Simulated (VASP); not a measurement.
# Sn (Immm) in VASP: further runs

The runs below take Sn through single point, with LDA.

Everything below comes from runs of VASP 6.6.1. Logs are shortened: lines on timing, memory, paths and dates and some standing lists are left out, and cuts for length are marked.

## (1) The cell of the first run

Symmetry: Immm, No. 71, orthorhombic system. Conventional cell: a = 3.358 Å, b = 3.454 Å, c = 4.548 Å, α = 90.00°, β = 90.00°, γ = 90.00°. Within 4.4 Å of Sn (site symmetry mmm) lie 12 Sn at 3.31 to 3.45 Å.

## (2) Single point, LDA

File INCAR:

```
ALGO = Normal ; EDIFF = 1E-6
ENCUT = 520 ; ISIF = 2
ISMEAR = -1 ; LASPH = T
LCHARG = F ; LREAL = F
LWAVE = F ; NBANDS = 13
NELM = 100 ; PREC = Accurate
SIGMA = 0.1
```

File KPOINTS:

```
k-points
0
Gamma
  12 12 12
```

File POSCAR:

```
Sn
1.0
   -1.6792125394      1.7268771726      2.2742453011
    1.6792125394     -1.7268771726      2.2742453011
    1.6792125394      1.7268771726     -2.2742453011
Sn
1
Direct
    0.0000000000      0.0000000000      0.0000000000
```

Potentials or basis: VASP PAW LDA potentials, release 64 (Sn_d).

Command:

```bash
cat potpaw_LDA.64/Sn_d/POTCAR > POTCAR
mpirun -np 1 vasp_std > vasp.out
```

OUTCAR:

```text
EDIFF = 1E-6
   ENCUT = 520
   ISIF = 2
   ISMEAR = -1
   LASPH = T
   LREAL = F
   NELM = 100
   PREC = Accurate

 ion  position               nearest neighbor table
   1  0.000  0.000  0.000-

  LATTYP: Found a body centered orthorhombic cell.
 ALAT       =     3.3584250788
 B/A-ratio  =     1.0283851103
 C/A-ratio  =     1.3543522620

  Lattice vectors:

 A1 = (  -1.6792125394,   1.7268771726,   2.2742453011)
 A2 = (   1.6792125394,  -1.7268771726,   2.2742453011)
 A3 = (   1.6792125394,   1.7268771726,  -2.2742453011)

Analysis of symmetry for initial positions (statically):
=====================================================================
 Subroutine PRICEL returns:
 Original cell was already a primitive cell.

 Routine SETGRP: Setting up the symmetry group for a
 body centered orthorhombic supercell.

 Subroutine GETGRP returns: Found  8 space group operations
 (whereof  8 operations were pure point group operations)
 out of a pool of  8 trial point group operations.

The static configuration has the point symmetry D_2h.

Analysis of symmetry for dynamics (positions and initial velocities):
=====================================================================
 Subroutine PRICEL returns:
 Original cell was already a primitive cell.

 Routine SETGRP: Setting up the symmetry group for a
 body centered orthorhombic supercell.

 Subroutine GETGRP returns: Found  8 space group operations
 (whereof  8 operations were pure point group operations)
 out of a pool of  8 trial point group operations.

The dynamic configuration has the point symmetry D_2h.

 Subroutine INISYM returns: Found  8 space group operations
 (whereof  8 operations are pure point group operations),
 and found     1 'primitive' translations

----------------------------------------------------------------------------------------

                                     Primitive cell

  volume of cell :      26.3794

  direct lattice vectors                    reciprocal lattice vectors
    -1.679212539  1.726877173  2.274245301     0.000000000  0.289539990  0.219853153
     1.679212539 -1.726877173  2.274245301     0.297758615  0.000000000  0.219853153
     1.679212539  1.726877173 -2.274245301     0.297758615  0.289539990  0.000000000

  length of vectors
     3.312710554  3.312710554  3.312710554     0.363550292  0.370129169  0.415323487

  position of ions in fractional coordinates (direct lattice)
     0.000000000  0.000000000  0.000000000

  ion indices of the primitive-cell ions
   primitive index   ion index
                 1           1

----------------------------------------------------------------------------------------

 KPOINTS: k-points

Automatic generation of k-mesh.
 Grid dimensions read from file:
 generate k-points for:   12   12   12

 Generating k-lattice:

  Cartesian coordinates                     Fractional coordinates (reciprocal lattice)
     0.000000000  0.024128333  0.018321096     0.083333333  0.000000000  0.000000000
     0.024813218  0.000000000  0.018321096    -0.000000000  0.083333333  0.000000000
     0.024813218  0.024128333  0.000000000    -0.000000000  0.000000000  0.083333333

  Length of vectors
     0.030295858  0.030844097  0.034610291

  Shift w.r.t. Gamma in fractional coordinates (k-lattice)
     0.000000000  0.000000000  0.000000000

 Subroutine IBZKPT returns following result:
 ===========================================

 Found    280 irreducible k-points:

 Following reciprocal coordinates:
            Coordinates               Weight
  0.000000  0.000000  0.000000      1.000000
  0.083333  0.000000  0.000000      4.000000
  0.166667  0.000000  0.000000      4.000000
  0.250000 -0.000000  0.000000      4.000000
  0.333333  0.000000  0.000000      4.000000
  0.416667 -0.000000  0.000000      4.000000
[... 16 lines left out ...]
  0.250000  0.166667  0.000000      8.000000
  0.333333  0.166667 -0.000000      8.000000
 [... further k-points ...]
   k-points           NKPTS =    280   k-points in BZ     NKDIM =    280   number of bands    NBANDS=     13
   number of dos      NEDOS =    301   number of ions     NIONS =      1
   total plane-waves  NPLWV =  21952
   dimension x,y,z NGX =    28 NGY =   28 NGZ =   28
   dimension x,y,z NGXF=    56 NGYF=   56 NGZF=   56
   ions per type =               1
   NGX,Y,Z   is equivalent  to a cutoff of  14.05, 14.05, 14.05 a.u.
   NGXF,Y,Z  is equivalent  to a cutoff of  28.10, 28.10, 28.10 a.u.
 SYSTEM =  unknown system
   PREC   = accura    normal or accurate (medium, high low for compatibility)
   ISTART =      0    job   : 0-new  1-cont  2-samecut
   ICHARG =      2    charge: 1-file 2-atom 10-const
   ISPIN  =      1    spin polarized calculation?
   LNONCOLLINEAR =      F non collinear calculations
   LSORBIT =      F    spin-orbit coupling
   LASPH  =      T    aspherical Exc in radial PAW
   ENCUT  =  520.0 eV  38.22 Ry    6.18 a.u.   6.16  6.16  6.16*2*pi/ulx,y,z
   NELM   =    100;   NELMIN=  2; NELMDL= -5     # of ELM steps
   EDIFF  = 0.1E-05   stopping-criterion for ELM
   LREAL  =      F    real-space projection
   EDIFFG = 0.1E-04   stopping-criterion for IOM
   NSW    =      0    number of steps for IOM
   IBRION =     -1    ionic relax: 0-MD 1-quasi-New 2-CG
   NFREE  =      0    steps in history (QN), initial steepest desc. (CG)
   ISIF   =      2    stress and relaxation
   ISYM   =      2    0-nonsym 1-usesym 2-fastsym
   POTIM  = 0.5000    time-step for ionic-motion
   TEBEG  =    0.0;   TEEND  =   0.0 temperature during run
   PSTRESS=    0.0 pullay stress
   NELECT =      14.0000    total number of electrons
   NUPDOWN=      -1.0000    fix difference up-down
   EMIN   =  10.00;   EMAX   =-10.00  energy-range for DOS
   EFERMI =   0.00;   METHOD = LEGACY
   ISMEAR =    -1;   SIGMA  =   0.10  broadening in eV -4-tet -1-fermi 0-gaus
   EFERMI_NEDOS =   21; number of points for ismear=-14 and -15
   IALGO  =     38    algorithm
   IMIX   =      4    mixing-type and parameters
     AMIX     =   0.40;   BMIX     =  1.00
     AMIX_MAG =   1.60;   BMIX_MAG =  1.00
  volume/ion in A,a.u.               =      26.38       178.02
  Fermi-wavevector in a.u.,A,eV,Ry     =   1.325448  2.504734 23.902885  1.756812
  Thomas-Fermi vector in A             =   2.454908
   LORBIT       =      0    0 simple, 1 ext, 2 COOP (PROOUT), +10 PAW based schemes
   GGA     = CA    functional components
   LHFCALC =     F    Hartree Fock is set to
   AEXX    =    0.0000 exact exchange contribution
   IVDW    =     0    specifies the selected vdW correction
   LEPSILON=     F    determine dielectric tensor
   LRPA    =     F    only Hartree local field effects (RPA)
 non-spin polarized calculation
  energy-cutoff  :      520.00
  volume of cell :       26.38
 maximum number of plane-waves:       730
 NGX is ok and might be reduce to    28
   NGX = 13   NGY = 13   NGZ = 13

 number of electron      14.0000002 magnetization

 Free energy of the ion-electron system (eV)
  ---------------------------------------------------
  ext. energy  EPLUGINS =         0.00000000
  ---------------------------------------------------
  free energy    TOTEN  =        -4.44275550 eV

  energy without entropy =       -4.42269756  energy(sigma->0) =       -4.43272653

 E-fermi :   8.2396     XC(G=0): -10.7427

 val. band max:        8.2374219067   @ k =  -0.2500  -0.3333   0.1667
 cond. band min:       8.2588583574   @ k =   0.2500   0.0833   0.0000
 fundamental gap:      0.0214364507
 Fermi energy:         8.2396105816

 k-point     1 :       0.0000    0.0000    0.0000
  band No.  band energies     occupation
      1     -13.2636      2.00000
      2     -13.2461      2.00000
      3     -13.2167      2.00000
      4     -13.1758      2.00000
      5     -13.1334      2.00000
      6      -3.1423      2.00000
      7      15.8116      0.00000
      8      15.9580      0.00000
      9      16.4223      0.00000
     10      19.0683      0.00000
     11      19.9382      0.00000
     12      20.4636      0.00000
     13      20.6424      0.00000

 k-point     2 :       0.0833    0.0000    0.0000
  band No.  band energies     occupation
      1     -13.2595      2.00000
      2     -13.2398      2.00000
      3     -13.2155      2.00000
      4     -13.1742      2.00000
      5     -13.1343      2.00000
      6      -2.9986      2.00000
      7      14.3358      0.00000
      8      15.7684      0.00000
      9      16.1294      0.00000
     10      18.5880      0.00000
     11      20.5192      0.00000
     12      21.0375      0.00000
     13      21.9356      0.00000

 k-point     3 :       0.1667    0.0000    0.0000
  band No.  band energies     occupation
      1     -13.2509      2.00000
      2     -13.2297      2.00000
      3     -13.2127      2.00000
      4     -13.1627      2.00000
      5     -13.1339      2.00000
      6      -2.5668      2.00000
      7      11.6964      0.00000
      8      15.4635      0.00000
      9      15.5020      0.00000
     10      18.3245      0.00000
     11      20.9964      0.00000
     12      21.1187      0.00000
     13      21.8328      0.00000
[... 305 lines left out ...]
 k-point    23 :       0.2500    0.1667    0.0000
  band No.  band energies     occupation
      1     -13.2330      2.00000
      2     -13.2288      2.00000
      3     -13.1837      2.00000
      4     -13.1440      2.00000
      5     -13.0958      2.00000
      6      -0.6283      2.00000
      7       7.7157      1.98945
      8      10.4235      0.00000
      9      14.8858      0.00000
     10      18.2495      0.00000
     11      20.3936      0.00000
     12      20.9591      0.00000
     13      22.1568      0.00000

 k-point    24 :       0.3333    0.1667   -0.0000
  band No.  band energies     occupation
      1     -13.2423      2.00000
      2     -13.2192      2.00000
      3     -13.1890      2.00000
      4     -13.1150      2.00000
      5     -13.0882      2.00000
      6       0.5195      2.00000
      7       5.6005      2.00000
      8      10.2871      0.00000
      9      14.0695      0.00000
     10      17.3293      0.00000
     11      20.5648      0.00000
     12      21.4572      0.00000
     13      23.5236      0.00000

 [... further k-points ...]

------------------------ aborting loop because EDIFF is reached ----------------------------------------

  FORCE on cell =-STRESS in cart. coord.  units (eV):
  Direction    XX          YY          ZZ          XY          YZ          ZX
  --------------------------------------------------------------------------------------
  -------------------------------------------------------------------------------------
  Total       -0.1246150     -0.2611205     -0.2308569     -0.0000000      0.0000000      0.0000000
  in kB       -7.5686189    -15.8594153    -14.0213267     -0.0000000      0.0000000      0.0000000
  external PRESSURE =     -12.4831203 kB  Pullay stress =       0.0000000 kB

 VOLUME and BASIS-vectors are now :
 -----------------------------------------------------------------------------
  energy-cutoff  :      520.00
  volume of cell :       26.38
      direct lattice vectors                 reciprocal lattice vectors
    -1.679212539  1.726877173  2.274245301     0.000000000  0.289539990  0.219853153
     1.679212539 -1.726877173  2.274245301     0.297758615  0.000000000  0.219853153
     1.679212539  1.726877173 -2.274245301     0.297758615  0.289539990  0.000000000

 POSITION                                       TOTAL-FORCE (eV/Angst)
 -----------------------------------------------------------------------------------
      0.00000      0.00000      0.00000         0.000000      0.000000      0.000000
 -----------------------------------------------------------------------------------
    total drift:                                0.000000      0.000000      0.000000

  FREE ENERGIE OF THE ION-ELECTRON SYSTEM (eV)
  ---------------------------------------------------
  free  energy   TOTEN  =        -4.4427555048 eV

  energy  without entropy=       -4.4226975622  energy(sigma->0) =       -4.43272653
```

Run time: 42 s. Hardware: 1 thread of AMD EPYC 9R45 (Zen 5), shared host; peak memory 0.18 GiB.

Results:

| Item | Value |
| --- | --- |
| Free energy | -4.4428 eV |
| Pressure | -1.2 GPa |
| Band gap on the k mesh | zero (band 7 reaches 15.81 eV, above the bottom of band 8 at 6.13 eV) |

Caveat: spin-orbit coupling is left out, which moves the levels of the heavy elements.

[end of part 1 of 2]
